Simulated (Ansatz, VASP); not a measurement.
Two plane-wave programs on EuS

```xyz
2
Lattice="0.0000 2.9252 2.9252 2.9252 0.0000 2.9252 2.9252 2.9252 0.0000" Properties=species:S:1:pos:R:3 pbc="T T T"
Eu    0.0000    0.0000    0.0000
S     2.9252    2.9252    2.9252
```

Alike in both runs: task single point; functional PBE; k mesh 10 × 10 × 10; occupations gaussian, width 0.05 eV; collinear spin.

|  | VASP | Ansatz |
| --- | --- | --- |
| version | VASP 6.6.1 | Ansatz 0.2.0 |
| potentials or method | VASP PAW PBE potentials, release 64 (Eu, S), cutoff 600 eV | scalar-relativistic, plane waves, PAW |
| valence electrons in the cell | 23 | 23 |

|  | VASP | Ansatz | Ansatz less VASP |
| --- | --- | --- | --- |
| gap on the k mesh at the Fermi level (eV) | none | none | - |
| pressure (GPa) | -0.2 | 0.0 | +0.24 |
| net moment per atom (μB) | 3.49 | 3.49 | +0.003 |
| size of the moment on the site where the two differ most (μB) | 6.57 | 6.73 | +0.155 |

Site moments also hang on the region over which each program counts them. A gap of «none» marks a metal or a gap that the smearing closes. Ansatz's warnings: given moment on shells.

Spin-orbit coupling is off throughout.
